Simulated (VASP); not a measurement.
A run of VASP 6.6.1 is set up as follows.

File INCAR:

```
ALGO = Normal
EDIFF = 1E-6
ENCUT = 520
GGA = PE
ISIF = 2
ISMEAR = -1
LASPH = T
LCHARG = F
LREAL = F
LWAVE = F
NBANDS = 26
NELM = 80
PREC = Accurate
SIGMA = 0.05
```

The input KPOINTS:

```
k-points
0
Gamma
  12 12 12
```

POSCAR

```
Al2Cu
1.0
   -2.9715744608      2.9715744608      2.3887207261
    2.9715744608     -2.9715744608      2.3887207261
    2.9715744608      2.9715744608     -2.3887207261
Al Cu
4 2
Direct
    0.6581000000      0.1581000000      0.8162000000
    0.1581000000      0.3419000000      0.5000000000
    0.3419000000      0.8419000000      0.1838000000
    0.8419000000      0.6581000000      0.5000000000
    0.2500000000      0.2500000000      0.0000000000
    0.7500000000      0.7500000000      0.0000000000
```

Potentials or basis: VASP PAW PBE potentials, release 64 (Al, Cu).

The run is started by

```console
$ cat potpaw_PBE.64/Al/POTCAR potpaw_PBE.64/Cu/POTCAR > POTCAR
$ mpirun -np 1 vasp_std > vasp.out
```

(1) Predict the largest force.

(2) Estimate the band gap on the k mesh.

(3) Estimate the pressure.

## Answers

(1) 0.024 eV/Å.

(2) zero (bands 17 and 18 overlap by 4.50 eV).

(3) 6.9 GPa.

Caveat: the cell stands under pressure.
